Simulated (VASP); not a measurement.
# CuRe12 (a cell with a defect) in VASP: a series of runs

The runs below take CuRe12 (a cell with a defect) through single point, with PBEsol.

Program: VASP 6.6.1. These are calculated values, not measurements. Logs are shortened: lines on timing, memory, paths and dates and some standing lists are left out, and cuts for length are marked.

## 1. The cell of the first run

The cell holds a defect, 13 atoms: a = 5.520 Å, b = 8.280 Å, c = 4.457 Å, α = 90.00°, β = 90.00°, γ = 120.00°.

## 2. Single point, PBEsol

Contents of INCAR:

```
SYSTEM = CuRe12
PREC = Accurate
ENCUT = 520
EDIFF = 1E-6
ISMEAR = -1
SIGMA = 0.1
LREAL = .False.
LASPH = .True.
NELM = 80
ALGO = Normal
ISIF = 2
LWAVE = .False.
LCHARG = .True.
GGA = PS
LELF = .True.
LVHAR = .True.
NBANDS = 60
```

Contents of KPOINTS:

```
Automatic mesh
0
Gamma
  3 2 3
  0 0 0
```

Contents of POSCAR:

```
CuRe12
1.0
    5.5200000000      0.0000000000      0.0000000000
   -4.1400000000      7.1706900000      0.0000000000
    0.0000000000      0.0000000000      4.4574000000
Re Cu
12 1
Direct
    0.0428490211      0.0145668359      0.1347581084
    0.2330693811      0.2727410929      0.5028633895
    0.0183979045      0.3443731523      0.0126114154
    0.1358286208      0.5392032600      0.5247132115
    0.0205088321      0.6688005639      0.0282534890
    0.1255190311      0.8774531856      0.5727685542
    0.4884745573      0.0274193012     -0.0157398651
    0.6630007989      0.2246596193      0.4846145994
    0.5256647386      0.3553738978     -0.0049796744
    0.6800820925      0.5674440710      0.4759491891
    0.5402051758      0.6804807523     -0.0609054621
    0.5209241874      0.8370615625      0.3893044505
    0.8487144589      0.0294029052      0.7005780948
```

Potentials or basis: VASP PAW PBE potentials, release 64 (Re, Cu).

Started as:

```bash
$ cat potpaw_PBE.64/Re/POTCAR potpaw_PBE.64/Cu/POTCAR > POTCAR
$ mpirun -np 1 vasp_std > vasp.out
```

OUTCAR:

```text
SYSTEM = CuRe12
   PREC = Accurate
   ENCUT = 520
   EDIFF = 1E-6
   ISMEAR = -1
   LREAL = .False.
   LASPH = .True.
   NELM = 80
   ISIF = 2
   GGA = PS

 ion  position               nearest neighbor table
   1  0.043  0.015  0.135-  13 2.25   6 2.41   2 2.47   7 2.50  12 2.74  13 2.77   9 2.82   5 2.84
                             3 2.85   6 2.88  11 2.90   7 3.19   8 3.35   2 3.37
   2  0.233  0.273  0.503-  13 2.25  10 2.46   1 2.47   4 2.52   8 2.60   9 2.60   9 2.66   3 2.69
                             3 2.76   8 2.97   6 3.04   1 3.37
   3  0.018  0.344  0.013-   4 2.59  13 2.68   4 2.68   5 2.68   2 2.69   8 2.70   9 2.76   2 2.76
                             9 2.77   7 2.79  11 2.85   1 2.85   8 2.90
   4  0.136  0.539  0.525-  12 2.39   2 2.52   3 2.59   8 2.61  10 2.65   5 2.67  11 2.67   3 2.68
                             5 2.70   6 2.84  10 2.90  11 3.25
   5  0.021  0.669  0.028-   6 2.54  10 2.58   9 2.67   4 2.67   3 2.68   4 2.70  11 2.73   7 2.80
                             1 2.84  11 2.85   6 2.87  12 2.88  10 2.95
   6  0.126  0.877  0.573-   1 2.41  13 2.48  12 2.50   7 2.54   5 2.54  10 2.55   4 2.84   5 2.87
                             1 2.88   8 2.95   2 3.04   7 3.15  11 3.24  12 3.29
   7  0.488  0.027  0.984-  13 2.35  12 2.46   1 2.50   6 2.54   9 2.62   8 2.64   8 2.65   3 2.79
                             5 2.80  11 3.03  12 3.14   6 3.15   1 3.19
   8  0.663  0.225  0.485-  13 2.50   2 2.60   4 2.61   7 2.64   7 2.65   3 2.70   9 2.71   9 2.78
                            10 2.79   3 2.90  12 2.93   6 2.95   2 2.97   1 3.35
   9  0.526  0.355  0.995-   2 2.60   7 2.62  10 2.63   2 2.66  11 2.66   5 2.67   8 2.71   3 2.76
                             3 2.77  10 2.77   8 2.78   1 2.82
  10  0.680  0.567  0.476-   2 2.46  11 2.54   6 2.55   5 2.58   9 2.63   4 2.65   9 2.77   8 2.79
                            12 2.80  11 2.81   4 2.90   5 2.95
  11  0.540  0.680  0.939-  12 2.42  10 2.54   9 2.66   4 2.67   5 2.73  13 2.73  12 2.80  10 2.81
                             5 2.85   3 2.85   1 2.90   7 3.03   6 3.24   4 3.25
  12  0.521  0.837  0.389-  13 2.20   4 2.39  11 2.42   7 2.46   6 2.50   1 2.74  11 2.80  10 2.80
                             5 2.88   8 2.93   7 3.14   6 3.29
  13  0.849  0.029  0.701-  12 2.20   1 2.25   2 2.25   7 2.35   6 2.48   8 2.50   3 2.68  11 2.73
                             1 2.77

  LATTYP: Found a simple monoclinic cell.
 ALAT       =     5.5200000000
 B/A-ratio  =     0.8075000000
 C/A-ratio  =     1.3228755945
 COS(beta)  =    -0.1889822452

  Lattice vectors:

 A1 = (   5.5200000000,   0.0000000000,   0.0000000000)
 A2 = (   0.0000000000,   0.0000000000,   4.4574000000)
 A3 = (  -1.3800000000,  -7.1706900000,   0.0000000000)

Analysis of symmetry for initial positions (statically):
=====================================================================
 Subroutine PRICEL returns:
 Original cell was already a primitive cell.

 Routine SETGRP: Setting up the symmetry group for a
 simple monoclinic supercell.

 Subroutine GETGRP returns: Found  1 space group operations
 (whereof  1 operations were pure point group operations)
 out of a pool of  4 trial point group operations.

The static configuration has the point symmetry C_1 .

Analysis of symmetry for dynamics (positions and initial velocities):
=====================================================================
 Subroutine PRICEL returns:
 Original cell was already a primitive cell.

 Routine SETGRP: Setting up the symmetry group for a
 simple monoclinic supercell.

 Subroutine GETGRP returns: Found  1 space group operations
 (whereof  1 operations were pure point group operations)
 out of a pool of  4 trial point group operations.

The dynamic configuration has the point symmetry C_1 .

 Subroutine INISYM returns: Found  1 space group operations
 (whereof  1 operations are pure point group operations),
 and found     1 'primitive' translations

----------------------------------------------------------------------------------------

                                     Primitive cell

  volume of cell :     176.4337

  direct lattice vectors                    reciprocal lattice vectors
     5.520000000  0.000000000  0.000000000     0.181159420  0.104592445  0.000000000
[... 72 lines left out ...]
|                                                                             |
|     Results are often still useful ...                                      |
|                                                                             |
 -----------------------------------------------------------------------------

 Subroutine IBZKPT returns following result:
 ===========================================

 Found     10 irreducible k-points:

 Following reciprocal coordinates:
            Coordinates               Weight
  0.000000  0.000000  0.000000      1.000000
  0.333333  0.000000  0.000000      2.000000
  0.000000  0.500000  0.000000      1.000000
  0.333333  0.500000  0.000000      2.000000
  0.000000  0.000000  0.333333      2.000000
  0.333333  0.000000  0.333333      2.000000
 -0.333333  0.000000  0.333333      2.000000
  0.000000  0.500000  0.333333      2.000000
  0.333333  0.500000  0.333333      2.000000
 -0.333333  0.500000  0.333333      2.000000
   k-points           NKPTS =     10   k-points in BZ     NKDIM =     10   number of bands    NBANDS=     60
   number of dos      NEDOS =    301   number of ions     NIONS =     13
   total plane-waves  NPLWV =  96768
   dimension x,y,z NGX =    42 NGY =   64 NGZ =   36
   dimension x,y,z NGXF=    84 NGYF=  128 NGZF=   72
   ions per type =              12   1
   NGX,Y,Z   is equivalent  to a cutoff of  12.65, 12.85, 13.43 a.u.
   NGXF,Y,Z  is equivalent  to a cutoff of  25.30, 25.70, 26.85 a.u.
 SYSTEM =  CuRe12
   PREC   = accura    normal or accurate (medium, high low for compatibility)
   ISTART =      0    job   : 0-new  1-cont  2-samecut
   ICHARG =      2    charge: 1-file 2-atom 10-const
   ISPIN  =      1    spin polarized calculation?
   LNONCOLLINEAR =      F non collinear calculations
   LSORBIT =      F    spin-orbit coupling
   LASPH  =      T    aspherical Exc in radial PAW
   ENCUT  =  520.0 eV  38.22 Ry    6.18 a.u.  10.26 15.40  8.29*2*pi/ulx,y,z
   NELM   =     80;   NELMIN=  2; NELMDL= -5     # of ELM steps
   EDIFF  = 0.1E-05   stopping-criterion for ELM
   LREAL  =      F    real-space projection
   EDIFFG = 0.1E-04   stopping-criterion for IOM
   NSW    =      0    number of steps for IOM
   IBRION =     -1    ionic relax: 0-MD 1-quasi-New 2-CG
   NFREE  =      0    steps in history (QN), initial steepest desc. (CG)
   ISIF   =      2    stress and relaxation
   ISYM   =      2    0-nonsym 1-usesym 2-fastsym
   POTIM  = 0.5000    time-step for ionic-motion
   TEBEG  =    0.0;   TEEND  =   0.0 temperature during run
   PSTRESS=    0.0 pullay stress
   NELECT =      95.0000    total number of electrons
   NUPDOWN=      -1.0000    fix difference up-down
   EMIN   =  10.00;   EMAX   =-10.00  energy-range for DOS
   EFERMI =   0.00;   METHOD = LEGACY
   ISMEAR =    -1;   SIGMA  =   0.10  broadening in eV -4-tet -1-fermi 0-gaus
   EFERMI_NEDOS =   21; number of points for ismear=-14 and -15
   IALGO  =     38    algorithm
   IMIX   =      4    mixing-type and parameters
     AMIX     =   0.40;   BMIX     =  1.00
     AMIX_MAG =   1.60;   BMIX_MAG =  1.00
  volume/ion in A,a.u.               =      13.57        91.59
  Fermi-wavevector in a.u.,A,eV,Ry     =   1.331851  2.516833 24.134366  1.773826
  Thomas-Fermi vector in A             =   2.460830
   LORBIT       =      0    0 simple, 1 ext, 2 COOP (PROOUT), +10 PAW based schemes
   GGA     = PS    functional components
   LHFCALC =     F    Hartree Fock is set to
   AEXX    =    0.0000 exact exchange contribution
   IVDW    =     0    specifies the selected vdW correction
   LEPSILON=     F    determine dielectric tensor
   LRPA    =     F    only Hartree local field effects (RPA)
 non-spin polarized calculation
  energy-cutoff  :      520.00
  volume of cell :      176.43
 maximum number of plane-waves:      4763
 NGX is ok and might be reduce to    42
   NGX = 21   NGY = 31   NGZ = 17

 number of electron      94.9999999 magnetization

 Free energy of the ion-electron system (eV)
  ---------------------------------------------------
  ext. energy  EPLUGINS =         0.00000000
  ---------------------------------------------------
  free energy    TOTEN  =      -158.49204600 eV

  energy without entropy =     -158.24793476  energy(sigma->0) =     -158.36999038

 E-fermi :   8.9149     XC(G=0): -14.1003

 val. band max:        8.9098096319   @ k =   0.0000   0.5000   0.3333
 cond. band min:       8.9644091497   @ k =  -0.3333   0.0000   0.3333
 fundamental gap:      0.0545995178
 Fermi energy:         8.9148570130

 k-point     1 :       0.0000    0.0000    0.0000
  band No.  band energies     occupation
      1      -1.7765      2.00000
      2       1.4369      2.00000
      3       1.5230      2.00000
      4       1.8083      2.00000
      5       1.9276      2.00000
      6       2.1106      2.00000
[... 609 lines left out ...]
     58      10.9137      0.00000
     59      11.1735      0.00000
 [bands above 59 left out]

------------------------ aborting loop because EDIFF is reached ----------------------------------------

  FORCE on cell =-STRESS in cart. coord.  units (eV):
  Direction    XX          YY          ZZ          XY          YZ          ZX
  --------------------------------------------------------------------------------------
  -------------------------------------------------------------------------------------
  Total       32.0391262     41.2551224     41.9910386      2.6466661     -0.8542305      2.6320860
  in kB      290.9441380    374.6336885    381.3164708     24.0341136     -7.7571824     23.9017125
  external PRESSURE =     348.9647658 kB  Pullay stress =       0.0000000 kB

 VOLUME and BASIS-vectors are now :
 -----------------------------------------------------------------------------
  energy-cutoff  :      520.00
  volume of cell :      176.43
      direct lattice vectors                 reciprocal lattice vectors
     5.520000000  0.000000000  0.000000000     0.181159420  0.104592445  0.000000000
    -4.140000000  7.170690000  0.000000000     0.000000000  0.139456593  0.000000000
     0.000000000  0.000000000  4.457400000     0.000000000  0.000000000  0.224346031

 POSITION                                       TOTAL-FORCE (eV/Angst)
 -----------------------------------------------------------------------------------
      0.17622      0.10445      0.60067         0.081443      0.020282      0.080767
      0.15739      1.95574      2.24146         0.016004      0.056801     -0.032611
     -1.32415      2.46939      0.05621        -0.001605      0.016002     -0.006063
     -1.48253      3.86646      2.33886         0.046544      0.049202     -0.023197
     -2.65563      4.79576      0.12594        -0.012258     -0.025866     -0.023907
     -2.93979      6.29194      2.55306         0.038383      0.025876     -0.052510
      2.58286      0.19662      4.38724        -0.068554      0.006351     -0.020491
      2.72967      1.61096      2.16012        -0.010191      0.000065      0.005713
      1.43042      2.54828      4.43520        -0.014059     -0.008389      0.015585
      1.40483      4.06897      2.12150        -0.010004     -0.035645      0.005992
      0.16474      4.87952      4.18592         0.008211      0.016173      0.087268
     -0.58993      6.00231      1.73529        -0.078430     -0.108977     -0.045114
      4.56318      0.21084      3.12276         0.004517     -0.011878      0.008570
 -----------------------------------------------------------------------------------
    total drift:                                0.000101      0.000245     -0.000578

  FREE ENERGIE OF THE ION-ELECTRON SYSTEM (eV)
  ---------------------------------------------------
  free  energy   TOTEN  =      -158.4920459996 eV

  energy  without entropy=     -158.2479347591  energy(sigma->0) =     -158.36999038
```

Wall time 9.8 min (1 thread of AMD EPYC 7R13 (Zen 3), shared host); peak memory 0.31 GiB.

Results:

| Property | Result |
| --- | --- |
| Free energy | -158.4920 eV |
| Pressure | 34.9 GPa |
| Largest force | 0.142 eV/Å |

Forces on the atoms (eV/Å):
```
Re   0.081  0.020  0.081
Re   0.016  0.057 -0.033
Re  -0.002  0.016 -0.006
Re   0.047  0.049 -0.023
Re  -0.012 -0.026 -0.024
Re   0.038  0.026 -0.053
Re  -0.069  0.006 -0.020
Re  -0.010  0.000  0.006
Re  -0.014 -0.008  0.016
Re  -0.010 -0.036  0.006
Re   0.008  0.016  0.087
Re  -0.078 -0.109 -0.045
Cu   0.005 -0.012  0.009
```

Stress tensor (GPa, compression positive):
```
29.09  2.40  2.39
 2.40 37.46 -0.78
 2.39 -0.78 38.13
```

Levels at points of the mesh, in eV from the Fermi level:
```tsv
k point	band 46	band 47	band 48	band 49	band 50	band 51
(0.00, 0.00, 0.00)	-0.56	-0.31	-0.23	0.15	0.57	0.70
(0.00, 0.50, 0.00)	-0.52	-0.39	-0.23	0.06	0.27	0.42
```

Caveat: the k points lie up to 0.47 Å⁻¹ apart; the PAW data sets were made with another functional, which shifts forces and pressure a little; spin-orbit coupling is left out, which moves the levels of the heavy elements.

## 3. Single point, PBEsol

Contents of INCAR:

```
SYSTEM = CuRe12
PREC = Accurate
ENCUT = 520
EDIFF = 1E-6
ISMEAR = -1
SIGMA = 0.1
LREAL = .FALSE.
LASPH = .TRUE.
NELM = 80
ALGO = Normal
ISIF = 2
LWAVE = .FALSE.
LCHARG = .TRUE.
GGA = PS
LELF = .TRUE.
LVHAR = .TRUE.
NBANDS = 60
```

Contents of KPOINTS:

```
Automatic mesh
0
G
  3 2 3
  0 0 0
```

Contents of POSCAR:

```
CuRe12
1.0
    5.5200000000      0.0000000000      0.0000000000
   -4.1400000000      7.1706900000      0.0000000000
    0.0000000000      0.0000000000      4.4574000000
Re Cu
12 1
Direct
    0.0319766499      0.0036258714      0.1035132589
    0.2295608833      0.2658879410      0.5299277606
    0.0160753571      0.3318927467      0.0480324853
    0.1397501509      0.5253190418      0.5544936510
    0.0264583031      0.6804226650      0.0407188047
    0.1202805325      0.8758571351      0.5554359043
    0.4808374996      0.0388944439     -0.0288284650
    0.6582315587      0.2296710637      0.4851707273
    0.5283192350      0.3675657433     -0.0017723336
    0.6676488580      0.5620100716      0.4738636874
    0.5800246256      0.6922067472     -0.0620092431
    0.5230795370      0.8383572571      0.3539282990
    0.8260865732      0.0231637402      0.6763808498
```

Potentials or basis: VASP PAW PBE potentials, release 64 (Re, Cu).

Started as:

```bash
$ cat potpaw_PBE.64/Re/POTCAR potpaw_PBE.64/Cu/POTCAR > POTCAR
$ mpirun -np 1 vasp_std > vasp.out
```

Wall time 14 min (1 thread of AMD EPYC 7R13 (Zen 3), shared host); peak memory 0.32 GiB.

Results (log left out):

| Quantity | Value |
| --- | --- |
| Free energy | -157.1865 eV |
| Pressure | 38.8 GPa |
| Largest force | 3.308 eV/Å |

Forces on the atoms (eV/Å):
```
Re  -0.158  1.996  1.351
Re   0.199 -1.271 -1.364
Re  -0.373  1.220 -1.298
Re  -1.690  2.757 -0.697
Re   2.170 -1.345 -0.460
Re   0.269 -0.385  0.047
Re   0.928 -0.333  0.750
Re   0.554 -0.445 -0.307
Re   0.671 -1.269  0.989
Re   1.139  0.671 -0.153
Re  -1.561 -0.001 -1.315
Re  -2.033 -1.725  1.725
Cu  -0.115  0.131  0.733
```

Stress tensor (GPa, compression positive):
```
33.89  1.68  0.99
 1.68 40.06  4.63
 0.99  4.63 42.32
```

Levels at points of the mesh, in eV from the Fermi level:
```csv
k point,band 44,band 45,band 46,band 47,band 48,band 49,band 50,band 51
"(0.00, 0.00, 0.00)",-0.89,-0.75,-0.52,-0.24,-0.14,0.10,0.59,0.84
"(0.00, 0.50, 0.00)",-0.88,-0.70,-0.41,-0.33,-0.19,0.09,0.34,0.47
```

Caveat: the k points lie up to 0.47 Å⁻¹ apart; the PAW data sets were made with another functional, which shifts forces and pressure a little; spin-orbit coupling is left out, which moves the levels of the heavy elements.

## 4. Single point, PBEsol

Contents of INCAR:

```
PREC = Accurate ; ENCUT = 520
EDIFF = 1E-6 ; ISMEAR = -1
SIGMA = 0.1 ; LREAL = F
LASPH = T ; NELM = 60
ALGO = Normal ; ISIF = 2
LWAVE = F ; LCHARG = F
GGA = PS ; NBANDS = 60
```

Contents of KPOINTS:

```
Automatic mesh
0
Gamma
  3 2 3
```

Contents of POSCAR:

```
CuRe12
1.0
    5.5200000000      0.0000000000      0.0000000000
   -4.1400000000      7.1706900000      0.0000000000
    0.0000000000      0.0000000000      4.4574000000
Re Cu
12 1
Direct
    0.0460677311      0.0143221921      0.1230089290
    0.2403266217      0.2708944328      0.5015928568
    0.0019590037      0.3384332610      0.0039036209
    0.1452338967      0.5495147608      0.5234890295
    0.0038430210      0.6698100183      0.0173419482
    0.1515759275      0.8948790144      0.5625476735
    0.4989546298      0.0171810523      0.0041055324
    0.6489450502      0.2171199703      0.4928209270
    0.5149114211      0.3450992861     -0.0031632790
    0.6698708168      0.5632093983      0.4746713331
    0.5264023455      0.6775219679     -0.0655314757
    0.5424306367      0.8455113804      0.4093642033
    0.8605530237      0.0473315678      0.7008794364
```

Started as:

```bash
$ cat potpaw_PBE.64/Re/POTCAR potpaw_PBE.64/Cu/POTCAR > POTCAR
$ mpirun -np 1 vasp_std > vasp.out
```

Wall time 9.7 min (1 thread of AMD EPYC 7R13 (Zen 3), shared host); peak memory 0.31 GiB.

Results (log left out):

| Property | Result |
| --- | --- |
| Free energy | -157.8112 eV |
| Pressure | 35.9 GPa |
| Largest force | 2.124 eV/Å |

Forces on the atoms (eV/Å):
```
Re  -0.428 -0.393 -0.285
Re  -0.915  0.934 -0.731
Re   0.405  1.081  0.830
Re  -1.181 -1.391 -0.763
Re   0.583 -0.543 -0.009
Re  -0.937 -1.412  0.263
Re  -0.782  0.457 -0.287
Re   0.895  1.880 -0.422
Re   0.025  0.601 -0.249
Re   1.153  1.585  0.469
Re   0.227 -0.168  1.419
Re   0.463 -1.766 -0.722
Cu   0.493 -0.864  0.487
```

Stress tensor (GPa, compression positive):
```
33.03  5.48  3.77
 5.48 37.02 -1.79
 3.77 -1.79 37.76
```

Levels at points of the mesh, in eV from the Fermi level:
```
           k point  band 46  band 47  band 48  band 49  band 50  band 51
(0.00, 0.00, 0.00)    -0.55    -0.22    -0.14     0.24     0.44     0.85
(0.00, 0.50, 0.00)    -0.47    -0.29    -0.23     0.07     0.12     0.24
```

Caveat: the k points lie up to 0.47 Å⁻¹ apart; the PAW data sets were made with another functional, which shifts forces and pressure a little; spin-orbit coupling is left out, which moves the levels of the heavy elements.
